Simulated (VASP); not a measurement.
# WC (P1) in VASP: single point with PBEsol

Aim: the single point of WC with PBEsol.

Everything below comes from runs of VASP 6.6.1. Logs are shortened: lines on timing, memory, paths and dates and some standing lists are left out, and cuts for length are marked.

### Step 1. The cell of the first run

The typed cell holds 16 atoms: a = 5.906 Å, b = 5.115 Å, c = 5.773 Å, α = 90.00°, β = 90.00°, γ = 90.00°.

### Step 2. Single point, PBEsol

INCAR reads:

```
PREC = Accurate
ENCUT = 520
EDIFF = 1E-7
ISMEAR = -1
SIGMA = 0.24
LREAL = Auto
LASPH = True
NELM = 80
ALGO = Normal
ISIF = 2
LWAVE = False
LCHARG = False
GGA = PS
NBANDS = 86
```

KPOINTS reads:

```
Automatic mesh
0
Gamma
  3 3 3
```

POSCAR reads:

```
WC
1.0
   -2.9530380000     -5.1148120000      0.0000000000
    4.4295570000     -2.5574060000      0.0000000000
    0.0000000000      0.0000000000      5.7734360000
W C
8 8
Direct
    0.7640185487      0.5583347967      0.0134928317
    0.7660160815      0.5293925775      0.5202447901
    0.5074294516      0.0622090320      0.0186197613
    0.5151391667      0.0523812053      0.4900028337
    0.2745032751      0.5603988395      0.0100806521
    0.2628797548      0.5405944444      0.5282989194
    0.0191420449      0.0383169662      0.0202305871
    0.0061272005      0.0541801033      0.5010361248
    0.5032657065      0.7177157344      0.2509424197
    0.5225208937      0.7223349998      0.7578329438
    0.2482316340      0.2322438673      0.2460926214
    0.2869018507      0.2386992802      0.7471460669
    0.0215517545      0.6949099312      0.2508384955
    0.0200287546      0.7233332077      0.7450849026
    0.7626765352      0.1907217336      0.2535405260
    0.7851861008      0.2413072893      0.7554773275
```

Potentials or basis: VASP PAW PBE potentials, release 64 (W_sv, C).

On the command line:

```bash
$ cat potpaw_PBE.64/W_sv/POTCAR potpaw_PBE.64/C/POTCAR > POTCAR
$ mpirun -np 1 vasp_std > vasp.out
```

OUTCAR:

```text
PREC = Accurate
   ENCUT = 520
   EDIFF = 1E-7
   ISMEAR = -1
   LREAL = Auto
   LASPH = True
   NELM = 80
   ISIF = 2
   GGA = PS

 ion  position               nearest neighbor table
   1  0.764  0.558  0.013-  13 2.16  16 2.21   9 2.22  10 2.22  14 2.32  15 2.34   2 2.85   7 2.88
                             5 2.89   2 2.93   3 2.96   3 2.99   5 3.02   7 3.06
   2  0.766  0.529  0.520-  16 2.01  14 2.22  10 2.22  15 2.32  13 2.33   9 2.40   8 2.82   1 2.85
                             4 2.86   1 2.93   6 2.94   6 2.97   8 3.04   4 3.06
   3  0.507  0.062  0.019-  15 2.13  11 2.20   9 2.21  12 2.23  10 2.30  16 2.42   4 2.72   7 2.89
                             5 2.90   5 2.91   1 2.96   1 2.99   7 3.02   4 3.05
   4  0.515  0.052  0.490-  15 2.12   9 2.20  12 2.22  10 2.29  11 2.31  16 2.41   3 2.72   2 2.86
                             8 2.90   6 2.92   8 3.01   6 3.02   3 3.05   2 3.06
   5  0.275  0.560  0.010-   9 2.10  13 2.15  11 2.17  10 2.23  12 2.24  14 2.30   6 2.78   7 2.87
                             1 2.89   3 2.90   3 2.91   6 2.99   1 3.02   7 3.07
   6  0.263  0.541  0.528-  12 2.00  14 2.12  10 2.23  11 2.27  13 2.28   9 2.32   5 2.78   4 2.92
                             8 2.92   2 2.94   2 2.97   5 2.99   4 3.02   8 3.04
   7  0.019  0.038  0.020-  11 2.12  15 2.17  13 2.20  14 2.26  16 2.31  12 2.46   8 2.78   5 2.87
                             1 2.88   3 2.89   8 3.00   3 3.02   1 3.06   5 3.07
   8  0.006  0.054  0.501-  15 2.14  16 2.19  14 2.20  11 2.25  13 2.34  12 2.38   7 2.78   2 2.82
                             4 2.90   6 2.92   7 3.00   4 3.01   6 3.04   2 3.04
   9  0.503  0.718  0.251-   5 2.10   4 2.20   3 2.21   1 2.22   6 2.32   2 2.40
  10  0.523  0.722  0.758-   1 2.22   2 2.22   5 2.23   6 2.23   4 2.29   3 2.30
  11  0.248  0.232  0.246-   7 2.12   5 2.17   3 2.20   8 2.25   6 2.27   4 2.31
  12  0.287  0.239  0.747-   6 2.00   4 2.22   3 2.23   5 2.24   8 2.38   7 2.46
  13  0.022  0.695  0.251-   5 2.15   1 2.16   7 2.20   6 2.28   2 2.33   8 2.34
  14  0.020  0.723  0.745-   6 2.12   8 2.20   2 2.22   7 2.26   5 2.30   1 2.32
  15  0.763  0.191  0.254-   4 2.12   3 2.13   8 2.14   7 2.17   2 2.32   1 2.34
  16  0.785  0.241  0.755-   2 2.01   8 2.19   1 2.21   7 2.31   4 2.41   3 2.42

  LATTYP: Found a simple orthorhombic cell.
 ALAT       =     5.1148118895
 B/A-ratio  =     1.1287680026
 C/A-ratio  =     1.1547005550

  Lattice vectors:

 A1 = (   4.4295570000,  -2.5574060000,   0.0000000000)
 A2 = (   0.0000000000,   0.0000000000,   5.7734360000)
 A3 = (  -2.9530380000,  -5.1148120000,   0.0000000000)

Analysis of symmetry for initial positions (statically):
=====================================================================
 Subroutine PRICEL returns:
 Original cell was already a primitive cell.

[... 148 lines left out ...]
   PSTRESS=    0.0 pullay stress
   NELECT =     144.0000    total number of electrons
   NUPDOWN=      -1.0000    fix difference up-down
   EMIN   =  10.00;   EMAX   =-10.00  energy-range for DOS
   EFERMI =   0.00;   METHOD = LEGACY
   ISMEAR =    -1;   SIGMA  =   0.24  broadening in eV -4-tet -1-fermi 0-gaus
   EFERMI_NEDOS =   21; number of points for ismear=-14 and -15
   IALGO  =     38    algorithm
   IMIX   =      4    mixing-type and parameters
     AMIX     =   0.40;   BMIX     =  1.00
     AMIX_MAG =   1.60;   BMIX_MAG =  1.00
  volume/ion in A,a.u.               =      10.90        73.56
  Fermi-wavevector in a.u.,A,eV,Ry     =   1.535823  2.902286 32.092794  2.358754
  Thomas-Fermi vector in A             =   2.642558
   LORBIT       =      0    0 simple, 1 ext, 2 COOP (PROOUT), +10 PAW based schemes
   GGA     = PS    functional components
   LHFCALC =     F    Hartree Fock is set to
   AEXX    =    0.0000 exact exchange contribution
   IVDW    =     0    specifies the selected vdW correction
   LEPSILON=     F    determine dielectric tensor
   LRPA    =     F    only Hartree local field effects (RPA)
 non-spin polarized calculation
  energy-cutoff  :      520.00
  volume of cell :      174.41
 maximum number of plane-waves:      4722
 NGX is ok and might be reduce to    48
   NGX = 21   NGY = 19   NGZ = 21

 number of electron     143.9999994 magnetization

 Free energy of the ion-electron system (eV)
  ---------------------------------------------------
  ext. energy  EPLUGINS =         0.00000000
  ---------------------------------------------------
  free energy    TOTEN  =      -188.77790065 eV

  energy without entropy =     -188.12931548  energy(sigma->0) =     -188.45360807

 E-fermi :  10.4624     XC(G=0): -13.6415

 val. band max:       10.4274122822   @ k =  -0.3333  -0.0000   0.3333
 cond. band min:      10.4703293628   @ k =   0.3333   0.0000   0.0000
 fundamental gap:      0.0429170807
 Fermi energy:        10.4624405726

 k-point     1 :       0.0000    0.0000    0.0000
  band No.  band energies     occupation
      1     -63.7766      2.00000
      2     -63.7452      2.00000
      3     -63.7273      2.00000
      4     -63.6979      2.00000
      5     -63.6841      2.00000
      6     -63.6671      2.00000
[... 1207 lines left out ...]
     83      13.9664      0.00000
     84      14.1138      0.00000
 [bands above 84 left out]

------------------------ aborting loop because EDIFF is reached ----------------------------------------

  FORCE on cell =-STRESS in cart. coord.  units (eV):
  Direction    XX          YY          ZZ          XY          YZ          ZX
  --------------------------------------------------------------------------------------
  -------------------------------------------------------------------------------------
  Total      -13.5716800    -14.2846397    -17.4889270     -0.6641520      0.5002993     -1.6319331
  in kB     -124.6755034   -131.2250688   -160.6610810     -6.1011967      4.5959723    -14.9916650
  external PRESSURE =    -138.8538844 kB  Pullay stress =       0.0000000 kB

 VOLUME and BASIS-vectors are now :
 -----------------------------------------------------------------------------
  energy-cutoff  :      520.00
  volume of cell :      174.41
      direct lattice vectors                 reciprocal lattice vectors
    -2.953038000 -5.114812000  0.000000000    -0.084658579 -0.146632955  0.000000000
     4.429557000 -2.557406000  0.000000000     0.169317157 -0.097755304  0.000000000
     0.000000000  0.000000000  5.773436000     0.000000000  0.000000000  0.173207082

 POSITION                                       TOTAL-FORCE (eV/Angst)
 -----------------------------------------------------------------------------------
      0.21700     -5.33570      0.07790        -0.983200      0.075826     -0.381974
      0.08290     -5.27190      3.00360         2.942313     -1.761498     -2.269691
     -1.22290     -2.75450      0.10750        -1.373555     -0.364450     -2.598825
     -1.28920     -2.76880      2.82900        -0.324170      0.650791      3.392039
      1.67170     -2.83720      0.05820        -0.027045      1.492023     -0.214715
      1.61830     -2.72710      3.05010         1.639917     -1.620822     -3.790887
[... 8 lines left out ...]
     -1.40740     -4.38870      1.46380         1.418649     -0.945769      0.066167
     -1.24980     -4.63320      4.36170        -1.673634      2.108035      1.166074
 -----------------------------------------------------------------------------------
    total drift:                                0.008888     -0.016785     -0.002613

  FREE ENERGIE OF THE ION-ELECTRON SYSTEM (eV)
  ---------------------------------------------------
  free  energy   TOTEN  =      -188.7779006514 eV

  energy  without entropy=     -188.1293154788  energy(sigma->0) =     -188.45360807
```

OSZICAR:

```text
N       E                     dE             d eps       ncg     rms          rms(c)
DAV:   1     0.190418507293E+04    0.19042E+04   -0.78321E+04  2408   0.191E+03
DAV:   2    -0.157892075305E+02   -0.19200E+04   -0.18600E+04  2408   0.611E+02
DAV:   3    -0.203356593288E+03   -0.18757E+03   -0.17790E+03  2892   0.166E+02
DAV:   4    -0.211787211716E+03   -0.84306E+01   -0.82789E+01  2840   0.318E+01
DAV:   5    -0.212046911276E+03   -0.25970E+00   -0.25875E+00  2960   0.532E+00    0.868E+01
DAV:   6    -0.189693566230E+03    0.22353E+02   -0.14298E+02  3010   0.376E+01    0.259E+01
DAV:   7    -0.188993804864E+03    0.69976E+00   -0.83354E+00  2816   0.104E+01    0.133E+01
DAV:   8    -0.188846554337E+03    0.14725E+00   -0.12226E+00  2920   0.686E+00    0.254E+00
DAV:   9    -0.188779952733E+03    0.66602E-01   -0.27263E-01  2938   0.315E+00    0.651E-01
DAV:  10    -0.188778726778E+03    0.12260E-02   -0.47479E-02  3048   0.867E-01    0.356E-01
DAV:  11    -0.188778053346E+03    0.67343E-03   -0.31910E-03  2978   0.379E-01    0.165E-01
DAV:  12    -0.188777918381E+03    0.13497E-03   -0.13579E-03  3080   0.234E-01    0.545E-02
DAV:  13    -0.188777906108E+03    0.12272E-04   -0.20855E-04  3096   0.103E-01    0.222E-02
DAV:  14    -0.188777902270E+03    0.38385E-05   -0.27005E-05  3096   0.285E-02    0.140E-02
DAV:  15    -0.188777901125E+03    0.11444E-05   -0.45030E-06  2944   0.141E-02    0.613E-03
DAV:  16    -0.188777900754E+03    0.37151E-06   -0.88651E-07  2920   0.603E-03    0.138E-03
DAV:  17    -0.188777900643E+03    0.11068E-06   -0.12960E-07  1544   0.243E-03    0.701E-04
DAV:  18    -0.188777900651E+03   -0.82910E-08   -0.58582E-08  1464   0.127E-03
   1 F= -.18877790E+03 E0= -.18845361E+03  d E =-.648585E+00
```

stdout:

```text
POSCAR found type information on POSCAR W C
 POSCAR found :  2 types and      16 ions
 scaLAPACK will be used
 -----------------------------------------------------------------------------
|                                                                             |
|                                                                             |
|     You enforced a specific xc type in the INCAR file but a different       |
|     I HOPE YOU KNOW WHAT YOU ARE DOING!                                     |
|                                                                             |
 -----------------------------------------------------------------------------

 LDA part: xc-table for (Slater+PW92), standard interpolation
 POSCAR, INCAR and KPOINTS ok, starting setup
 FFT: planning ... GRIDC
 FFT: planning ... GRID_SOFT
 FFT: planning ... GRID
 WAVECAR not read
 entering main loop
```

It took 7.9 min on 1 thread of Intel Xeon Platinum 8259CL at 2.50GHz (Skylake/Cascade Lake), shared host; peak memory 0.36 GiB.

Results:

| Property | Result |
| --- | --- |
| Free energy | -188.7779 eV |
| Pressure | -13.9 GPa |
| Largest force | 4.437 eV/Å |
| Band gap on the k mesh | zero (bands 72 and 73 overlap by 0.06 eV) |

Forces in eV/Å, atoms in the order of the input:
```
W   -0.983  0.076 -0.382
W    2.942 -1.761 -2.270
W   -1.374 -0.364 -2.599
W   -0.324  0.651  3.392
W   -0.027  1.492 -0.215
W    1.640 -1.621 -3.791
W    1.585  0.072 -2.437
W   -1.658 -1.026  1.553
C   -0.566 -0.738  0.903
C    0.405 -0.051 -0.065
C   -1.525 -0.416  1.153
C   -1.413  2.000  1.339
C    1.392  0.218  0.883
C    0.160  0.308  1.302
C    1.419 -0.946  0.066
C   -1.674  2.108  1.166
```

Stress tensor (GPa, compression positive):
```
-12.47  -0.61  -1.50
 -0.61 -13.12   0.46
 -1.50   0.46 -16.07
```

Caveat: the k points lie up to 0.41 Å⁻¹ apart; the atoms stand as in a frame of molecular dynamics; the PAW data sets were made with another functional, which shifts forces and pressure a little; spin-orbit coupling is left out, which moves the levels of the heavy elements.

The gap in the log of VASP goes by the Fermi energy; the results here count the filled bands.